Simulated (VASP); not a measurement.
Here is a VASP 6.6.1 calculation.

INCAR

```
SYSTEM = SiO2
  ALGO = Normal
  EDIFF = 1E-7
  ENCUT = 520
  GGA = PE
  ISIF = 2
  ISMEAR = 0
  LASPH = .True.
  LCHARG = .False.
  LREAL = .False.
  LWAVE = .False.
  NBANDS = 25
  NELM = 60
  PREC = Accurate
  SIGMA = 0.02
```

The input KPOINTS:

```
k-points
0
Gamma
  6 6 8
  0 0 0
```

Contents of POSCAR:

```
SiO2
1.0
    4.2355353035      0.0000000000      0.0000000000
    0.0000000000      4.2355353035      0.0000000000
    0.0000000000      0.0000000000      2.6907809260
Si O
2 4
Direct
    0.5000000000      0.5000000000      0.5000000000
    0.0000000000      0.0000000000      0.0000000000
    0.1930666755      0.8069333245      0.5000000000
    0.3069333245      0.3069333245      0.0000000000
    0.8069333245      0.1930666755      0.5000000000
    0.6930666755      0.6930666755      0.0000000000
```

Potentials or basis: VASP PAW PBE potentials, release 64 (Si, O).

Command:

```sh
$ cat potpaw_PBE.64/Si/POTCAR potpaw_PBE.64/O/POTCAR > POTCAR
$ mpirun -np 1 vasp_std > vasp.out
```

Question: Estimate the largest force.

Answer: 0.012 eV/Å.

Question: Estimate the pressure.

Answer: 0.1 GPa.

Forces in eV/Å, atoms in the order of the input:
```
Si   0.000  0.000  0.000
Si   0.000  0.000  0.000
O    0.008 -0.008  0.000
O   -0.008 -0.008  0.000
O   -0.008  0.008  0.000
O    0.008  0.008  0.000
```
